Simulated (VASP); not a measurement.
Set up this calculation in VASP 6.6.1, as the native input.

```yaml
Task: single point
Functional: PBE
Potentials_or_basis: VASP PAW PBE potentials, release 64 (W_sv, C)
Cutoff: 520 eV
k_mesh: 2 × 2 × 2
Occupations: fermi-dirac, width 0.3 eV
Spin: no spin polarisation
Dipole_correction: no
Further_INCAR_settings: LREAL = Auto; ALGO = Normal; EDIFF = 1e-07; NBANDS = 86
```

The structure of WC lies in POSCAR:

```
WC
1.0
   -2.9867990000     -5.1732880000      0.0000000000
    4.4801990000     -2.5866440000      0.0000000000
    0.0000000000      0.0000000000      5.8458020000
W C
8 8
Direct
    0.7029612473      0.4460524969     -0.0119401923
    0.7018246014      0.4381968340      0.4808236748
    0.4469496285     -0.0484021573     -0.0101440316
    0.4389814592     -0.0513706236      0.4981865619
    0.2141830553      0.4436905002     -0.0314926848
    0.2118089651      0.4535804783      0.4800881042
   -0.0389202751     -0.0543384432     -0.0235040462
   -0.0406514930     -0.0539301577      0.4800196791
    0.4635083571      0.6388346360      0.2389064837
    0.4516012650      0.6294011062      0.7326967284
    0.1944561458      0.1117364255      0.2304559751
    0.2126427474      0.1339719832      0.7275477343
   -0.0476294768      0.6033304160      0.2239384776
   -0.0260313359      0.6212558040      0.7391800133
    0.7026606581      0.1244601302      0.2301651681
    0.7091162773      0.0975152639      0.7371443645
```

These files were run (other wordings do the same):

INCAR

```
ALGO = Normal
EDIFF = 1E-7
ENCUT = 520
GGA = PE
ISIF = 2
ISMEAR = -1
LASPH = T
LCHARG = F
LREAL = Auto
LWAVE = F
NBANDS = 86
NELM = 60
PREC = Accurate
SIGMA = 0.3
```

KPOINTS

```
k-points
0
Gamma
  2 2 2
```

Potentials or basis: VASP PAW PBE potentials, release 64 (W_sv, C).

Launch:

```console
$ cat potpaw_PBE.64/W_sv/POTCAR potpaw_PBE.64/C/POTCAR > POTCAR
$ mpirun -np 1 vasp_std > vasp.out
```

It gave:

```
Pressure               : -19.0 GPa
Largest force          : 3.190 eV/Å
Band gap on the k mesh : zero (bands 72 and 73 overlap by 0.43 eV)
```

Caveat: the k points lie up to 0.61 Å⁻¹ apart; the atoms stand as in a frame of molecular dynamics; so wide a smearing shifts energies and pressures; spin-orbit coupling is left out, which moves the levels of the heavy elements; forces of over 1 eV/Å act on the atoms, so gaps and moduli don't describe the material at rest.

Run time: 5.5 min on 1 thread of Intel(R) Xeon(R) Platinum 8488C (Sapphire Rapids), on a shared host, peak memory 0.32 GiB.
